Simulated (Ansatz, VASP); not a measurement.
Two plane-wave programs on Eu

Contents of POSCAR:

```
Eu
1.0
   -2.2274745855      2.2274745855      2.2274745855
    2.2274745855     -2.2274745855      2.2274745855
    2.2274745855      2.2274745855     -2.2274745855
Eu
1
Direct
    0.0000000000      0.0000000000      0.0000000000
```

File INCAR.step1:

```
  PREC = Accurate
  ENCUT = 520
  ISMEAR = -1
  SIGMA = 0.2
  LREAL = False
  LASPH = True
  NELM = 150
  ISPIN = 2
  MAGMOM = 7.31
  LMAXMIX = 6
  NBANDS = 18
  GGA = PE
  ALGO = Normal
  EDIFF = 1E-4
  LWAVE = True
  LCHARG = False
```

Contents of INCAR.step2:

```
  PREC = Accurate
  ENCUT = 520
  EDIFF = 1E-6
  ISMEAR = -1
  SIGMA = 0.2
  LREAL = False
  LASPH = True
  NELM = 150
  ALGO = Normal
  ISIF = 2
  LWAVE = False
  LCHARG = False
  ISPIN = 2
  MAGMOM = 7.31
  LORBIT = 11
  LMAXMIX = 6
  METAGGA = R2SCAN
  LMIXTAU = True
  NBANDS = 18
  ISTART = 1
```

Contents of KPOINTS:

```
Automatic mesh
0
Gamma
  10 10 10
```

Input for Ansatz:

```yaml
crystal:
  lattice:
    - [-2.2274745855, 2.2274745855, 2.2274745855]
    - [2.2274745855, -2.2274745855, 2.2274745855]
    - [2.2274745855, 2.2274745855, -2.2274745855]
  atoms:
    - { symbol: Eu, position: [0.0, 0.0, 0.0], spin: 7.31 }
hamiltonian:
  xc: r2scan
  pseudopotentials:
    kind: paw
    azcp:
      Eu: "pseudopotentials/Eu.paw.azcp"
basis:
  ecutwfc: 500
  fft_grid_basis: typed
kpoints:
  mp_grid: { grid: [10, 10, 10], shift: [0, 0, 0] }
magnetization:
  spin_polarized: true
scf:
  occupations: { method: fermi_dirac, width: 0.2 }
  lower_state_search: "off"
output:
  stress: true
```

Alike in both runs: task single point; functional r2SCAN; k mesh 10 × 10 × 10; occupations fermi-dirac, width 0.2 eV; collinear spin.

|  | VASP | Ansatz |
| --- | --- | --- |
| version | VASP 6.6.1 | Ansatz 0.2.0 |
| potentials or method | VASP PAW PBE potentials, release 64 (Eu), cutoff 520 eV | plane waves (500 eV) with PAW, scalar-relativistic |
| valence electrons in the cell | 17 | 17 |

VASP gave:

```
pressure (GPa)                                                : -0.4
net moment per atom (μB)                                      : 7.79
size of the moment on the site where the two differ most (μB) : 6.69
```

Estimate Ansatz's values.

pressure (GPa): -0.1; net moment per atom (μB): 7.82; size of the moment on the site where the two differ most (μB): 7.28.

VASP's potentials were made for PBE, not for r2SCAN. Site moments also hang on the region over which each program counts them. Ansatz's warnings: stability check not made.

Spin-orbit coupling is off throughout.
